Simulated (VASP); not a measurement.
A run of VASP 6.6.1:

The input POSCAR:

```
Ag2ClF
1.0
    1.9236916800      1.1106439093      5.2744852967
   -1.9236916800      1.1106439093      5.2744852967
    0.0000000000     -2.2212878186      5.2744852967
F Cl Ag
1 1 2
Direct
    1.0000000000      0.0000000000      0.0000000000
    0.5000000000      0.5000000000      0.5000000000
    0.2656404912      0.2656404912      0.2656404912
    0.7343595088      0.7343595088      0.7343595088
```

The input INCAR.step1:

```
ALGO = Normal
EDIFF = 1E-4
ENCUT = 520
GGA = PE
ISMEAR = -1
LASPH = True
LCHARG = False
LREAL = False
LWAVE = True
NBANDS = 26
NELM = 100
PREC = Accurate
SIGMA = 0.02
```

Contents of INCAR.step2:

```
ALGO = Normal
EDIFF = 1E-7
ENCUT = 520
ISIF = 2
ISMEAR = -1
ISTART = 1
LASPH = True
LCHARG = False
LMIXTAU = True
LREAL = False
LWAVE = False
METAGGA = R2SCAN
NBANDS = 26
NELM = 100
PREC = Accurate
SIGMA = 0.02
```

File KPOINTS:

```
k-points
0
Gamma
  6 6 6
```

Potentials or basis: VASP PAW PBE potentials, release 64 (F, Cl, Ag).

Launch:

```bash
$ cat potpaw_PBE.64/F/POTCAR potpaw_PBE.64/Cl/POTCAR potpaw_PBE.64/Ag/POTCAR > POTCAR
$ cp INCAR.step1 INCAR
$ mpirun -np 1 vasp_std > vasp.out
$ cp INCAR.step2 INCAR
$ mpirun -np 1 vasp_std > vasp.out
```

Hardware: 1 thread of Intel(R) Xeon(R) 6975P-C (Granite Rapids) (shared host).

Question: Estimate the wall time of this run.

Answer: Run time: 3.9 min on 1 thread of Intel(R) Xeon(R) 6975P-C (Granite Rapids) (shared host), peak memory 0.38 GiB. Counts: k points 32.
